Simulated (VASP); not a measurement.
# Ti (Pm-3m) in VASP: further runs

The runs below take Ti through single point, with LDA.

All numbers are computed with VASP 6.6.1; they aren't measurements. Logs are shortened: lines on timing, memory, paths and dates and some standing lists are left out, and cuts for length are marked.

## Step 1: The cell of the first run

It takes space group Pm-3m (No. 221, cubic). Conventional cell: a = 2.557 Å, b = 2.557 Å, c = 2.557 Å, α = 90.00°, β = 90.00°, γ = 90.00°. Ti (site symmetry m-3m) has 6 Ti at 2.56 Å within 3.4 Å.

## Step 2: Single point, LDA

Input file INCAR:

```
SYSTEM = Ti
ALGO = Normal ; EDIFF = 1E-7
ENCUT = 520 ; GGA = CA
ISIF = 2 ; ISMEAR = 1
LASPH = .TRUE. ; LCHARG = .TRUE.
LELF = .TRUE. ; LREAL = .FALSE.
LVHAR = .TRUE. ; LWAVE = .FALSE.
NBANDS = 12 ; NELM = 100
PREC = Accurate ; SIGMA = 0.05
```

Input file KPOINTS:

```
k-points
0
G
  8 8 8
  0 0 0
```

Input file POSCAR:

```
Ti
1.0
    2.5574661358      0.0000000000      0.0000000000
    0.0000000000      2.5574661358      0.0000000000
    0.0000000000      0.0000000000      2.5574661358
Ti
1
Direct
    0.0000000000      0.0000000000      0.0000000000
```

Potentials or basis: VASP PAW LDA potentials, release 64 (Ti_sv).

Launch:

```sh
> cat potpaw_LDA.64/Ti_sv/POTCAR > POTCAR
> mpirun -np 1 vasp_std > vasp.out
```

OUTCAR:

```text
SYSTEM = Ti
   EDIFF = 1E-7
   ENCUT = 520
   GGA = CA
   ISIF = 2
   ISMEAR = 1
   LASPH = .TRUE.
   LREAL = .FALSE.
   NELM = 100
   PREC = Accurate

 ion  position               nearest neighbor table
   1  0.000  0.000  0.000-

  LATTYP: Found a simple cubic cell.
 ALAT       =     2.5574661358

  Lattice vectors:

 A1 = (   2.5574661358,   0.0000000000,   0.0000000000)
 A2 = (   0.0000000000,   2.5574661358,   0.0000000000)
 A3 = (   0.0000000000,   0.0000000000,   2.5574661358)

Analysis of symmetry for initial positions (statically):
=====================================================================
 Subroutine PRICEL returns:
 Original cell was already a primitive cell.

 Routine SETGRP: Setting up the symmetry group for a
 simple cubic supercell.

 Subroutine GETGRP returns: Found 48 space group operations
 (whereof 48 operations were pure point group operations)
 out of a pool of 48 trial point group operations.

The static configuration has the point symmetry O_h .

Analysis of symmetry for dynamics (positions and initial velocities):
=====================================================================
 Subroutine PRICEL returns:
 Original cell was already a primitive cell.

 Routine SETGRP: Setting up the symmetry group for a
 simple cubic supercell.

 Subroutine GETGRP returns: Found 48 space group operations
 (whereof 48 operations were pure point group operations)
 out of a pool of 48 trial point group operations.

The dynamic configuration has the point symmetry O_h .

 Subroutine INISYM returns: Found 48 space group operations
 (whereof 48 operations are pure point group operations),
 and found     1 'primitive' translations

----------------------------------------------------------------------------------------

                                     Primitive cell

  volume of cell :      16.7274

  direct lattice vectors                    reciprocal lattice vectors
     2.557466136  0.000000000  0.000000000     0.391012020  0.000000000  0.000000000
     0.000000000  2.557466136  0.000000000     0.000000000  0.391012020  0.000000000
     0.000000000  0.000000000  2.557466136     0.000000000  0.000000000  0.391012020

  length of vectors
     2.557466136  2.557466136  2.557466136     0.391012020  0.391012020  0.391012020

  position of ions in fractional coordinates (direct lattice)
[... 83 lines left out ...]
   ISIF   =      2    stress and relaxation
   ISYM   =      2    0-nonsym 1-usesym 2-fastsym
   POTIM  = 0.5000    time-step for ionic-motion
   TEBEG  =    0.0;   TEEND  =   0.0 temperature during run
   PSTRESS=    0.0 pullay stress
   NELECT =      12.0000    total number of electrons
   NUPDOWN=      -1.0000    fix difference up-down
   EMIN   =  10.00;   EMAX   =-10.00  energy-range for DOS
   EFERMI =   0.00;   METHOD = LEGACY
   ISMEAR =     1;   SIGMA  =   0.05  broadening in eV -4-tet -1-fermi 0-gaus
   EFERMI_NEDOS =   21; number of points for ismear=-14 and -15
   IALGO  =     38    algorithm
   IMIX   =      4    mixing-type and parameters
     AMIX     =   0.40;   BMIX     =  1.00
     AMIX_MAG =   1.60;   BMIX_MAG =  1.00
  volume/ion in A,a.u.               =      16.73       112.88
  Fermi-wavevector in a.u.,A,eV,Ry     =   1.465521  2.769433 29.221934  2.147752
  Thomas-Fermi vector in A             =   2.581368
   LORBIT       =      0    0 simple, 1 ext, 2 COOP (PROOUT), +10 PAW based schemes
   GGA     = CA    functional components
   LHFCALC =     F    Hartree Fock is set to
   AEXX    =    0.0000 exact exchange contribution
   IVDW    =     0    specifies the selected vdW correction
   LEPSILON=     F    determine dielectric tensor
   LRPA    =     F    only Hartree local field effects (RPA)
 non-spin polarized calculation
 Methfessel and Paxton  Order N= 1 SIGMA  =   0.05
  energy-cutoff  :      520.00
  volume of cell :       16.73
 maximum number of plane-waves:       468
 NGX is ok and might be reduce to    20
   NGX =  9   NGY =  9   NGZ =  9

 number of electron      12.0000010 magnetization

 Free energy of the ion-electron system (eV)
  ---------------------------------------------------
  ext. energy  EPLUGINS =         0.00000000
  ---------------------------------------------------
  free energy    TOTEN  =        -7.73213435 eV

  energy without entropy =       -7.73157256  energy(sigma->0) =       -7.73194709

 E-fermi :   8.2925     XC(G=0): -11.8485

 val. band max:        8.2863872336   @ k =   0.2500   0.1250   0.1250
 cond. band min:       8.3014491986   @ k =   0.5000   0.0000   0.0000
 fundamental gap:      0.0150619650
 Fermi energy:         8.2924673870

 k-point     1 :       0.0000    0.0000    0.0000
  band No.  band energies     occupation
      1     -47.4485      2.00000
      2     -23.4426      2.00000
      3     -23.4426      2.00000
      4     -23.4426      2.00000
      5       2.4584      2.00000
      6       6.8290      2.00000
      7       6.8290      2.00000
      8      12.6399      0.00000
      9      12.6399      0.00000
     10      12.6399      0.00000
     11      25.0112      0.00000
     12      25.0112      0.00000
[... 331 lines left out ...]
 k-point    24 :       0.5000    0.3750    0.1250
  band No.  band energies     occupation
      1     -47.0900      2.00000
      2     -24.4317      2.00000
      3     -24.2527      2.00000
      4     -23.4096      2.00000
      5       5.7119      2.00000
      6       8.6315     -0.00000
      7       9.7755      0.00000
      8      10.1267      0.00000
      9      12.4366      0.00000
     10      14.7921      0.00000
     11      16.1248      0.00000
     12      21.4683      0.00000

 [... further k-points ...]

------------------------ aborting loop because EDIFF is reached ----------------------------------------

  FORCE on cell =-STRESS in cart. coord.  units (eV):
  Direction    XX          YY          ZZ          XY          YZ          ZX
  --------------------------------------------------------------------------------------
  -------------------------------------------------------------------------------------
  Total       -0.0011217     -0.0011217     -0.0011217     -0.0000000      0.0000000     -0.0000000
  in kB       -0.1074342     -0.1074342     -0.1074342     -0.0000000      0.0000000     -0.0000000
  external PRESSURE =      -0.1074342 kB  Pullay stress =       0.0000000 kB

 VOLUME and BASIS-vectors are now :
 -----------------------------------------------------------------------------
  energy-cutoff  :      520.00
  volume of cell :       16.73
      direct lattice vectors                 reciprocal lattice vectors
     2.557466136  0.000000000  0.000000000     0.391012020  0.000000000  0.000000000
     0.000000000  2.557466136  0.000000000     0.000000000  0.391012020  0.000000000
     0.000000000  0.000000000  2.557466136     0.000000000  0.000000000  0.391012020

 POSITION                                       TOTAL-FORCE (eV/Angst)
 -----------------------------------------------------------------------------------
      0.00000      0.00000      0.00000         0.000000      0.000000      0.000000
 -----------------------------------------------------------------------------------
    total drift:                               -0.000000      0.000000      0.000000

  FREE ENERGIE OF THE ION-ELECTRON SYSTEM (eV)
  ---------------------------------------------------
  free  energy   TOTEN  =        -7.7321343493 eV

  energy  without entropy=       -7.7315725638  energy(sigma->0) =       -7.73194709
```

OSZICAR:

```text
N       E                     dE             d eps       ncg     rms          rms(c)
DAV:   1     0.898044731996E+02    0.89804E+02   -0.66655E+03   852   0.121E+03
DAV:   2    -0.383096682069E+01   -0.93635E+02   -0.90986E+02   860   0.297E+02
DAV:   3    -0.817846797983E+01   -0.43475E+01   -0.42594E+01  1116   0.656E+01
DAV:   4    -0.830120030796E+01   -0.12273E+00   -0.11757E+00   956   0.934E+00
DAV:   5    -0.830342829876E+01   -0.22280E-02   -0.22281E-02  1008   0.123E+00    0.821E+00
DAV:   6    -0.771023243424E+01    0.59320E+00   -0.16850E+00   880   0.165E+01    0.256E+00
DAV:   7    -0.771909166959E+01   -0.88592E-02   -0.45859E-02   972   0.191E+00    0.148E+00
DAV:   8    -0.773212307459E+01   -0.13031E-01   -0.38646E-02   964   0.206E+00    0.857E-02
DAV:   9    -0.773214724226E+01   -0.24168E-04   -0.18192E-03  1000   0.395E-01    0.833E-02
DAV:  10    -0.773214416780E+01    0.30745E-05   -0.27346E-04   864   0.158E-01    0.343E-02
DAV:  11    -0.773213393660E+01    0.10231E-04   -0.43083E-05   904   0.929E-02    0.169E-02
DAV:  12    -0.773213450405E+01   -0.56746E-06   -0.10707E-05   896   0.382E-02    0.537E-03
DAV:  13    -0.773213435363E+01    0.15042E-06   -0.67532E-07   916   0.102E-02    0.928E-04
DAV:  14    -0.773213434934E+01    0.42889E-08   -0.13057E-08   500   0.129E-03
   1 F= -.77321343E+01 E0= -.77319471E+01  d E =-.561786E-03
```

Wall time 9.4 s (1 thread of Intel Xeon 8259CL, shared host); peak memory 0.12 GiB.

What came out:

| Item | Value |
| --- | --- |
| Free energy | -7.7321 eV |
| Pressure | 0.0 GPa |
| Band gap on the k mesh | zero (band 6 reaches 8.98 eV, above the bottom of band 7 at 6.83 eV) |

Levels at points of the mesh, in eV from the Fermi level:
```csv
k point,band 2,band 3,band 4,band 5,band 6,band 7,band 8,band 9,band 10,band 11
"(0.00, 0.00, 0.00)",-31.74,-31.74,-31.74,-5.83,-1.46,-1.46,4.35,4.35,4.35,16.72
"(0.50, 0.00, 0.00)",-32.91,-31.63,-31.63,-1.83,-0.66,0.01,2.21,2.21,4.54,8.18
"(0.50, 0.50, 0.00)",-32.72,-32.72,-31.53,-3.09,-0.06,2.69,2.69,5.71,5.82,5.82
"(0.50, 0.50, 0.50)",-32.56,-32.56,-32.56,-1.42,-1.42,-1.42,5.83,5.83,9.28,12.60
```

## Step 3: Single point, LDA

Input file INCAR:

```
PREC     = Accurate       # precision mode
ENCUT    = 520            # plane-wave cutoff, eV
EDIFF    = 1E-7           # SCF threshold, eV
ISMEAR   = 1              # smearing method
SIGMA    = 0.05           # smearing width, eV
LREAL    = False          # projectors in reciprocal space
LASPH    = True           # aspherical terms in the spheres
NELM     = 80             # most SCF steps
ALGO     = Normal         # electronic algorithm
ISIF     = 2              # what is computed and relaxed
LWAVE    = False          # write WAVECAR
LCHARG   = True           # write CHGCAR
LELF     = True           # ELF
LVHAR    = True         
NBANDS   = 12             # bands
```

Input file KPOINTS:

```
Automatic mesh
0
Gamma
  8 8 8
```

POSCAR is that of step 2.

Potentials or basis: VASP PAW LDA potentials, release 64 (Ti_sv).

Launch:

```sh
> cat potpaw_LDA.64/Ti_sv/POTCAR > POTCAR
> mpirun -np 1 vasp_std > vasp.out
```

It took 9.9 s on 1 thread of Intel Xeon 8259CL, shared host; peak memory 0.12 GiB.

The run converged. Its results:

| Item | Value |
| --- | --- |
| Free energy | -7.7321 eV |
| Pressure | 0.0 GPa |
| Band gap on the k mesh | zero (band 6 reaches 8.98 eV, above the bottom of band 7 at 6.83 eV) |

Levels at points of the mesh, in eV from the Fermi level:
```
           k point  band 2  band 3  band 4  band 5  band 6  band 7  band 8  band 9  band 10  band 11
(0.00, 0.00, 0.00)  -31.74  -31.74  -31.74   -5.83   -1.46   -1.46    4.35    4.35     4.35    16.72
(0.50, 0.00, 0.00)  -32.91  -31.63  -31.63   -1.83   -0.66    0.01    2.21    2.21     4.54     8.18
(0.50, 0.50, 0.00)  -32.72  -32.72  -31.53   -3.09   -0.06    2.69    2.69    5.71     5.82     5.82
(0.50, 0.50, 0.50)  -32.56  -32.56  -32.56   -1.42   -1.42   -1.42    5.83    5.83     9.28    12.60
```
